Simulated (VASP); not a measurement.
# Pd3Cl in VASP: a series of runs

Runs on Pd3Cl. Level: PBE. Tasks: single point.

All numbers are computed with VASP 6.6.1; they aren't measurements. Logs are shortened: lines on timing, memory, paths and dates and some standing lists are left out, and cuts for length are marked.

## Step 1: The cell of the first run

The cell holds a slab with vacuum, 4 atoms: a = 2.788 Å, b = 2.788 Å, c = 19.387 Å, α = 90.00°, β = 90.00°, γ = 90.00°.

## Step 2: Single point, PBE

INCAR reads:

```
SYSTEM = Pd3Cl
ALGO = Normal
DIPOL = 0.5 0.5 0.359
EDIFF = 1E-6
ENCUT = 520
GGA = PE
IDIPOL = 3
ISIF = 2
ISMEAR = 0
LASPH = .True.
LCHARG = .False.
LDIPOL = .True.
LREAL = .False.
LWAVE = .False.
NBANDS = 26
NELM = 60
PREC = Accurate
SIGMA = 0.1
```

KPOINTS reads:

```
k-points
0
Gamma
  10 10 1
  0 0 0
```

POSCAR reads:

```
Pd3Cl
1.0
    2.7875943942      0.0000000000      0.0000000000
    0.0000000000      2.7875943942      0.0000000000
    0.0000000000      0.0000000000     19.3873314569
Pd Cl
3 1
Direct
    0.5000000000      0.5000000000      0.2063202978
    0.0000000000      0.0000000000      0.3065748042
    0.5000000000      0.5000000000      0.4068291438
    0.5000000000      0.8333333333      0.5173259596
```

Potentials or basis: VASP PAW PBE potentials, release 64 (Pd, Cl).

On the command line:

```console
> cat potpaw_PBE.64/Pd/POTCAR potpaw_PBE.64/Cl/POTCAR > POTCAR
> mpirun -np 1 vasp_std > vasp.out
```

OUTCAR:

```text
SYSTEM = Pd3Cl
   EDIFF = 1E-6
   ENCUT = 520
   GGA = PE
   ISIF = 2
   ISMEAR = 0
   LASPH = .True.
   LREAL = .False.
   NELM = 60
   PREC = Accurate

 ion  position               nearest neighbor table
   1  0.500  0.500  0.206-   2 2.77   2 2.77   2 2.77   2 2.77
   2  0.000  0.000  0.307-   3 2.77   3 2.77   3 2.77   3 2.77   1 2.77   1 2.77   1 2.77   1 2.77

   3  0.500  0.500  0.407-   4 2.34   2 2.77   2 2.77   2 2.77   2 2.77   4 2.84
   4  0.500  0.833  0.517-   3 2.34   3 2.84

  LATTYP: Found a simple tetragonal cell.
 ALAT       =     2.7875943942
 C/A-ratio  =     6.9548609716

  Lattice vectors:

 A1 = (   2.7875943942,   0.0000000000,   0.0000000000)
 A2 = (   0.0000000000,   2.7875943942,   0.0000000000)
 A3 = (   0.0000000000,   0.0000000000,  19.3873314569)

Analysis of symmetry for initial positions (statically):
=====================================================================
 Subroutine PRICEL returns:
 Original cell was already a primitive cell.

 Routine SETGRP: Setting up the symmetry group for a
 simple tetragonal supercell.

 Subroutine GETGRP returns: Found  2 space group operations
 (whereof  2 operations were pure point group operations)
 out of a pool of 16 trial point group operations.

The static configuration has the point symmetry C_1h.

Analysis of symmetry for dynamics (positions and initial velocities):
=====================================================================
 Subroutine PRICEL returns:
 Original cell was already a primitive cell.

 Routine SETGRP: Setting up the symmetry group for a
 simple tetragonal supercell.

 Subroutine GETGRP returns: Found  2 space group operations
 (whereof  2 operations were pure point group operations)
 out of a pool of 16 trial point group operations.

The dynamic configuration has the point symmetry C_1h.

 Subroutine INISYM returns: Found  2 space group operations
 (whereof  2 operations are pure point group operations),
 and found     1 'primitive' translations

----------------------------------------------------------------------------------------

                                     Primitive cell

  volume of cell :     150.6528

  direct lattice vectors                    reciprocal lattice vectors
     2.787594394  0.000000000  0.000000000     0.358732247  0.000000000  0.000000000
     0.000000000  2.787594394  0.000000000     0.000000000  0.358732247  0.000000000
     0.000000000  0.000000000 19.387331457     0.000000000  0.000000000  0.051580074

  length of vectors
     2.787594394  2.787594394 19.387331457     0.358732247  0.358732247  0.051580074

  position of ions in fractional coordinates (direct lattice)
     0.500000000  0.500000000  0.206320298
     0.000000000  0.000000000  0.306574804
     0.500000000  0.500000000  0.406829144
     0.500000000  0.833333333  0.517325960

  ion indices of the primitive-cell ions
   primitive index   ion index
                 1           1
                 2           2
                 3           3
                 4           4

----------------------------------------------------------------------------------------

 KPOINTS: k-points

Automatic generation of k-mesh.
 Grid dimensions read from file:
 generate k-points for:   10   10    1

 Generating k-lattice:

  Cartesian coordinates                     Fractional coordinates (reciprocal lattice)
     0.035873225  0.000000000  0.000000000     0.100000000  0.000000000  0.000000000
     0.000000000  0.035873225  0.000000000     0.000000000  0.100000000  0.000000000
     0.000000000  0.000000000  0.051580074     0.000000000  0.000000000  1.000000000

  Length of vectors
     0.035873225  0.035873225  0.051580074

  Shift w.r.t. Gamma in fractional coordinates (k-lattice)
     0.000000000  0.000000000  0.000000000

 Subroutine IBZKPT returns following result:
 ===========================================

 Found     36 irreducible k-points:

 Following reciprocal coordinates:
            Coordinates               Weight
  0.000000  0.000000  0.000000      1.000000
  0.100000  0.000000  0.000000      2.000000
  0.000000  0.100000  0.000000      2.000000
  0.200000  0.000000  0.000000      2.000000
  0.000000  0.200000  0.000000      2.000000
  0.300000  0.000000  0.000000      2.000000
[... 16 lines left out ...]
 -0.200000  0.300000  0.000000      4.000000
  0.400000  0.200000  0.000000      4.000000
 [... further k-points ...]
   k-points           NKPTS =     36   k-points in BZ     NKDIM =     36   number of bands    NBANDS=     26
   number of dos      NEDOS =    301   number of ions     NIONS =      4
   total plane-waves  NPLWV =  82944
   dimension x,y,z NGX =    24 NGY =   24 NGZ =  144
   dimension x,y,z NGXF=    48 NGYF=   48 NGZF=  288
   ions per type =               3   1
   NGX,Y,Z   is equivalent  to a cutoff of  14.31, 14.31, 12.35 a.u.
   NGXF,Y,Z  is equivalent  to a cutoff of  28.63, 28.63, 24.70 a.u.
 SYSTEM =  Pd3Cl
   PREC   = accura    normal or accurate (medium, high low for compatibility)
   ISTART =      0    job   : 0-new  1-cont  2-samecut
   ICHARG =      2    charge: 1-file 2-atom 10-const
   ISPIN  =      1    spin polarized calculation?
   LNONCOLLINEAR =      F non collinear calculations
   LSORBIT =      F    spin-orbit coupling
   LASPH  =      T    aspherical Exc in radial PAW
   ENCUT  =  520.0 eV  38.22 Ry    6.18 a.u.   5.18  5.18 36.05*2*pi/ulx,y,z
   NELM   =     60;   NELMIN=  2; NELMDL= -5     # of ELM steps
   EDIFF  = 0.1E-05   stopping-criterion for ELM
   LREAL  =      F    real-space projection
   EDIFFG = 0.1E-04   stopping-criterion for IOM
   NSW    =      0    number of steps for IOM
   IBRION =     -1    ionic relax: 0-MD 1-quasi-New 2-CG
   NFREE  =      0    steps in history (QN), initial steepest desc. (CG)
   ISIF   =      2    stress and relaxation
   ISYM   =      2    0-nonsym 1-usesym 2-fastsym
   POTIM  = 0.5000    time-step for ionic-motion
   TEBEG  =    0.0;   TEEND  =   0.0 temperature during run
   PSTRESS=    0.0 pullay stress
   NELECT =      37.0000    total number of electrons
   NUPDOWN=      -1.0000    fix difference up-down
   EMIN   =  10.00;   EMAX   =-10.00  energy-range for DOS
   EFERMI =   0.00;   METHOD = LEGACY
   ISMEAR =     0;   SIGMA  =   0.10  broadening in eV -4-tet -1-fermi 0-gaus
   EFERMI_NEDOS =   21; number of points for ismear=-14 and -15
   IALGO  =     38    algorithm
   IMIX   =      4    mixing-type and parameters
     AMIX     =   0.40;   BMIX     =  1.00
     AMIX_MAG =   1.60;   BMIX_MAG =  1.00
  volume/ion in A,a.u.               =      37.66       254.16
  Fermi-wavevector in a.u.,A,eV,Ry     =   1.025218  1.937382 14.300710  1.051073
  Thomas-Fermi vector in A             =   2.159047
   LORBIT       =      0    0 simple, 1 ext, 2 COOP (PROOUT), +10 PAW based schemes
   GGA     = PE    functional components
   LHFCALC =     F    Hartree Fock is set to
   AEXX    =    0.0000 exact exchange contribution
   IVDW    =     0    specifies the selected vdW correction
   LEPSILON=     F    determine dielectric tensor
   LRPA    =     F    only Hartree local field effects (RPA)
 non-spin polarized calculation
 Gauss-broadening in eV      SIGMA  =   0.10
  energy-cutoff  :      520.00
  volume of cell :      150.65
 maximum number of plane-waves:      4096
 NGX is ok and might be reduce to    24
   NGX = 11   NGY = 11   NGZ = 73

 dipolmoment           0.000000      0.000000     -0.024980 electrons x Angstroem

 number of electron      37.0000009 magnetization

 dipolmoment           0.000000      0.000000      0.034149 electrons x Angstroem

 Free energy of the ion-electron system (eV)
  ---------------------------------------------------
  ext. energy  EPLUGINS =         0.00000000
  ---------------------------------------------------
  free energy    TOTEN  =       -16.32616700 eV

  energy without entropy =      -16.28090329  energy(sigma->0) =      -16.30353514

 E-fermi :   0.2334     XC(G=0):  -5.9239

 val. band max:        0.2209024494   @ k =   0.0000   0.2000   0.0000
 cond. band min:       0.2354094802   @ k =  -0.3000   0.4000   0.0000
 fundamental gap:      0.0145070308
 Fermi energy:         0.2334258597

 k-point     1 :       0.0000    0.0000    0.0000
  band No.  band energies     occupation
      1     -16.1441      2.00000
      2      -6.0394      2.00000
      3      -4.9043      2.00000
      4      -4.4919      2.00000
      5      -4.2760      2.00000
      6      -3.8589      2.00000
[... 18 lines left out ...]
     25       6.8854      0.00000
     26       7.3042      0.00000

 k-point     2 :       0.1000    0.0000    0.0000
  band No.  band energies     occupation
      1     -16.0451      2.00000
      2      -5.8558      2.00000
      3      -4.7961      2.00000
      4      -4.3531      2.00000
      5      -4.1418      2.00000
      6      -3.6991      2.00000
[... 18 lines left out ...]
     25       7.1472      0.00000
     26       7.4636      0.00000

 k-point     3 :       0.0000    0.1000    0.0000
  band No.  band energies     occupation
      1     -16.0433      2.00000
      2      -5.8400      2.00000
      3      -4.7864      2.00000
      4      -4.3821      2.00000
      5      -4.1549      2.00000
      6      -3.7813      2.00000
[... 572 lines left out ...]
 k-point    23 :      -0.2000    0.3000    0.0000
  band No.  band energies     occupation
      1     -15.0082      2.00000
      2      -4.6897      2.00000
      3      -4.2397      2.00000
      4      -3.7589      2.00000
      5      -3.5114      2.00000
      6      -3.2441      2.00000
[... 18 lines left out ...]
     25       8.3873      0.00000
     26       8.9181      0.00000

 k-point    24 :       0.4000    0.2000    0.0000
  band No.  band energies     occupation
      1     -14.6689      2.00000
      2      -5.0368      2.00000
      3      -4.3032      2.00000
      4      -3.7877      2.00000
      5      -3.7076      2.00000
      6      -3.2684      2.00000
[... 18 lines left out ...]
     25       8.9109      0.00000
     26       9.0218      0.00000

 [... further k-points ...]

------------------------ aborting loop because EDIFF is reached ----------------------------------------

 vacuum level on the upper side and lower side of the slab       (xc-potential included)         0.371        -0.396

  FORCE on cell =-STRESS in cart. coord.  units (eV):
  Direction    XX          YY          ZZ          XY          YZ          ZX
  --------------------------------------------------------------------------------------
  -------------------------------------------------------------------------------------
  Total        0.4726599      1.5491359      0.3129790      0.0000000     -0.0726440      0.0000000
  in kB        5.0266906     16.4749044      3.3285005      0.0000000     -0.7725620      0.0000000
  external PRESSURE =       8.2766985 kB  Pullay stress =       0.0000000 kB

 VOLUME and BASIS-vectors are now :
 -----------------------------------------------------------------------------
  energy-cutoff  :      520.00
  volume of cell :      150.65
      direct lattice vectors                 reciprocal lattice vectors
     2.787594394  0.000000000  0.000000000     0.358732247  0.000000000  0.000000000
     0.000000000  2.787594394  0.000000000     0.000000000  0.358732247  0.000000000
     0.000000000  0.000000000 19.387331457     0.000000000  0.000000000  0.051580074

 POSITION                                       TOTAL-FORCE (eV/Angst)
 -----------------------------------------------------------------------------------
      1.39380      1.39380      4.00000         0.000000      0.021707     -0.001792
      0.00000      0.00000      5.94367         0.000000      0.163891     -0.179144
      1.39380      1.39380      7.88733         0.000000     -0.339578      0.185663
      1.39380      2.32300     10.02957         0.000000      0.153980     -0.004727
 -----------------------------------------------------------------------------------
    total drift:                                0.000000     -0.000065      0.000289

  FREE ENERGIE OF THE ION-ELECTRON SYSTEM (eV)
  ---------------------------------------------------
  free  energy   TOTEN  =       -16.3261669979 eV

  energy  without entropy=      -16.2809032898  energy(sigma->0) =      -16.30353514

 vacuum level on the upper side and lower side of the slab         6.058         5.270
```

Run time: 2.3 min. Hardware: 1 thread of AMD EPYC 9R45 (Zen 5), shared host; peak memory 0.31 GiB.

What came out:

```
Free energy            : -16.3262 eV
Largest force          : 0.387 eV/Å
Band gap on the k mesh : zero (an odd number of electrons rules out a gap without spin polarisation)
```

Forces on the atoms (eV/Å):
```
Pd   0.000  0.022 -0.002
Pd   0.000  0.164 -0.179
Pd   0.000 -0.340  0.186
Cl   0.000  0.154 -0.005
```

Levels at points of the mesh, in eV from the Fermi level:
| k point | band 16 | band 17 | band 18 | band 19 | band 20 | band 21 |
| --- | --- | --- | --- | --- | --- | --- |
| (0.00, 0.00, 0.00) | -0.50 | -0.30 | -0.23 | -0.05 | 0.14 | 0.26 |
| (0.50, 0.00, 0.00) | -0.31 | -0.21 | -0.08 | 0.66 | 1.83 | 2.07 |
| (0.00, 0.50, 0.00) | -0.36 | -0.20 | -0.15 | 0.60 | 2.03 | 2.08 |
| (0.50, 0.50, 0.00) | 0.21 | 0.25 | 0.30 | 0.58 | 4.39 | 5.00 |

## Step 3: Single point, PBE

INCAR reads:

```
SYSTEM = Pd3Cl
ALGO = Normal
DIPOL = 0.5 0.5 0.361
EDIFF = 1E-6
ENCUT = 520
GGA = PE
IDIPOL = 3
ISIF = 2
ISMEAR = 0
LASPH = .True.
LCHARG = .True.
LDIPOL = .True.
LELF = .True.
LREAL = .False.
LVACPOTAV = .True.
LVHAR = .True.
LWAVE = .False.
NBANDS = 26
NELM = 100
PREC = Accurate
SIGMA = 0.1
```

KPOINTS is that of step 2.

Changes to POSCAR since step 2:

```diff
@@ -11,2 +11,2 @@
     0.5000000000      0.5000000000      0.4068291438
-    0.5000000000      0.8333333333      0.5173259596
+    0.5000000000      0.6666666667      0.5235297844
```

Potentials or basis: VASP PAW PBE potentials, release 64 (Pd, Cl).

On the command line:

```console
> cat potpaw_PBE.64/Pd/POTCAR potpaw_PBE.64/Cl/POTCAR > POTCAR
> mpirun -np 1 vasp_std > vasp.out
```

OUTCAR:

```text
SYSTEM = Pd3Cl
   EDIFF = 1E-6
   ENCUT = 520
   GGA = PE
   ISIF = 2
   ISMEAR = 0
   LASPH = .True.
   LREAL = .False.
   NELM = 100
   PREC = Accurate

 ion  position               nearest neighbor table
   1  0.500  0.500  0.206-   2 2.77   2 2.77   2 2.77   2 2.77
   2  0.000  0.000  0.307-   3 2.77   3 2.77   3 2.77   3 2.77   1 2.77   1 2.77   1 2.77   1 2.77

   3  0.500  0.500  0.407-   4 2.31   2 2.77   2 2.77   2 2.77   2 2.77
   4  0.500  0.667  0.524-   3 2.31

  LATTYP: Found a simple tetragonal cell.
 ALAT       =     2.7875943942
 C/A-ratio  =     6.9548609716

[... 899 lines left out ...]
  -------------------------------------------------------------------------------------
  Total        0.1767083      0.7402005      0.4894869      0.0000000     -0.6535538      0.0000000
  in kB        1.8792747      7.8719582      5.2056436      0.0000000     -6.9504791      0.0000000
  external PRESSURE =       4.9856255 kB  Pullay stress =       0.0000000 kB

 VOLUME and BASIS-vectors are now :
 -----------------------------------------------------------------------------
  energy-cutoff  :      520.00
  volume of cell :      150.65
      direct lattice vectors                 reciprocal lattice vectors
     2.787594394  0.000000000  0.000000000     0.358732247  0.000000000  0.000000000
     0.000000000  2.787594394  0.000000000     0.000000000  0.358732247  0.000000000
     0.000000000  0.000000000 19.387331457     0.000000000  0.000000000  0.051580074

 POSITION                                       TOTAL-FORCE (eV/Angst)
 -----------------------------------------------------------------------------------
      1.39380      1.39380      4.00000         0.000000      0.027367     -0.014527
      0.00000      0.00000      5.94367         0.000000      0.066795     -0.250283
      1.39380      1.39380      7.88733         0.000000      0.090258      0.273805
      1.39380      1.85840     10.14985         0.000000     -0.184419     -0.008995
 -----------------------------------------------------------------------------------
    total drift:                                0.000000     -0.000054      0.000367

  FREE ENERGIE OF THE ION-ELECTRON SYSTEM (eV)
  ---------------------------------------------------
  free  energy   TOTEN  =       -16.3510561460 eV

  energy  without entropy=      -16.3034907734  energy(sigma->0) =      -16.32727346

 vacuum level on the upper side and lower side of the slab         6.071         5.278
```

OSZICAR:

```text
N       E                     dE             d eps       ncg     rms          rms(c)
DAV:   1     0.242872247986E+03    0.24287E+03   -0.16382E+04  1872   0.120E+03
DAV:   2    -0.357483694429E+01   -0.24645E+03   -0.23418E+03  2242   0.263E+02
DAV:   3    -0.168790313050E+02   -0.13304E+02   -0.12997E+02  2118   0.589E+01
[... 20 lines left out ...]
DAV:  24    -0.163510442775E+02   -0.90243E-05   -0.82485E-07  1536   0.611E-03    0.348E-03
DAV:  25    -0.163510499933E+02   -0.57158E-05   -0.32849E-07  1456   0.194E-03    0.282E-03
DAV:  26    -0.163510544089E+02   -0.44156E-05   -0.31728E-07  1418   0.295E-03    0.119E-03
DAV:  27    -0.163510558629E+02   -0.14540E-05   -0.77588E-08  1448   0.120E-03    0.685E-04
DAV:  28    -0.163510561460E+02   -0.28316E-06   -0.19925E-08  1450   0.715E-04
   1 F= -.16351056E+02 E0= -.16327273E+02  d E =-.475654E-01
```

stdout:

```text
POSCAR found type information on POSCAR PdCl
 POSCAR found :  2 types and       4 ions
 scaLAPACK will be used
 LDA part: xc-table for (Slater+PW92), standard interpolation
 POSCAR, INCAR and KPOINTS ok, starting setup
 FFT: planning ... GRIDC
 FFT: planning ... GRID_SOFT
 FFT: planning ... GRID
 WAVECAR not read
 entering main loop
 -----------------------------------------------------------------------------
|                                                                             |
|           W    W    AA    RRRRR   N    N  II  N    N   GGGG   !!!           |
|           W    W   A  A   R    R  NN   N  II  NN   N  G    G  !!!           |
|           W    W  A    A  R    R  N N  N  II  N N  N  G       !!!           |
|           W WW W  AAAAAA  RRRRR   N  N N  II  N  N N  G  GGG   !            |
|           WW  WW  A    A  R   R   N   NN  II  N   NN  G    G                |
|           W    W  A    A  R    R  N    N  II  N    N   GGGG   !!!           |
|                                                                             |
|     Did not find any points to average over, which means that no vacuum     |
|     field-free region was found. Please increase the size of  your cell     |
|     in the dimension of the dipole correction to obtain accurate            |
|     workfunction values.                                                    |
|                                                                             |
 -----------------------------------------------------------------------------
```

It took 2.4 min on 1 thread of AMD EPYC 9R45 (Zen 5), shared host; peak memory 0.3 GiB.

Results:

```
Free energy            : -16.3511 eV
Largest force          : 0.288 eV/Å
Band gap on the k mesh : zero (an odd number of electrons rules out a gap without spin polarisation)
```

Forces in eV/Å, atoms in the order of the input:
```
Pd   0.000  0.027 -0.015
Pd   0.000  0.067 -0.250
Pd   0.000  0.090  0.274
Cl   0.000 -0.184 -0.009
```

Levels at points of the mesh, in eV from the Fermi level:
```csv
k point,band 15,band 16,band 17,band 18,band 19,band 20,band 21,band 22
"(0.00, 0.00, 0.00)",-0.97,-0.50,-0.30,-0.20,-0.05,0.09,0.24,1.73
"(0.50, 0.00, 0.00)",-1.10,-0.31,-0.23,0.01,0.61,1.81,2.05,2.31
"(0.00, 0.50, 0.00)",-0.97,-0.32,-0.23,-0.03,0.65,1.90,2.05,2.40
"(0.50, 0.50, 0.00)",-0.45,0.19,0.25,0.41,0.58,4.56,4.74,6.49
```
